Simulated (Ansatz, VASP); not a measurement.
One calculation of TiC, two programs

The input INCAR:

```
PREC = Accurate
ENCUT = 600
EDIFF = 1E-6
ISMEAR = -1
SIGMA = 0.05
LREAL = F
LASPH = T
NELM = 120
ALGO = Normal
ISIF = 2
LWAVE = F
LCHARG = F
GGA = PE
NBANDS = 15
GGA_COMPAT = F
```

The input KPOINTS:

```
Automatic mesh
0
Gamma
  13 13 13
```

Contents of POSCAR:

```
TiC
1.0
    0.0000000000      2.1657188437      2.1657188437
    2.1657188437      0.0000000000      2.1657188437
    2.1657188437      2.1657188437      0.0000000000
Ti C
1 1
Direct
    0.0023087023      0.0023087023     -0.0023087023
    0.5000000000      0.5000000000      0.5000000000
```

Input for Ansatz:

```yaml
crystal:
  lattice:
    - [0.0, 2.1657188437, 2.1657188437]
    - [2.1657188437, 0.0, 2.1657188437]
    - [2.1657188437, 2.1657188437, 0.0]
  atoms:
    - { symbol: Ti, position: [0.0023087023, 0.0023087023, -0.0023087023] }
    - { symbol: C, position: [0.5, 0.5, 0.5] }
hamiltonian:
  xc: pbe
kpoints:
  mp_grid: { grid: [13, 13, 13] }
scf:
  occupations: { method: fermi_dirac, width: 0.05 }
  convergence: { dr2_threshold: 1.0e-11 }
basis:
  ecutwfc: 600
output:
  forces: true
```

Alike in both runs: task single point; functional PBE; k mesh 13 × 13 × 13; occupations fermi-dirac, width 0.05 eV; no spin polarisation.

|  | VASP | Ansatz |
| --- | --- | --- |
| version | VASP 6.6.1 | Ansatz 0.2.0 |
| potentials or method | VASP PAW PBE potentials, release 64 (Ti_sv, C), cutoff 600 eV | scalar-relativistic, plane waves, PAW |
| valence electrons in the cell | 16 | 16 |

```tsv
	VASP	Ansatz	Ansatz less VASP
rms of the force components (eV/Å)	0.054	0.054	-0.0002
```

Atom by atom the forces differ by 0.000 eV/Å (rms over components). With one functional, cell and mesh, what is left measures potentials, basis and numerics.
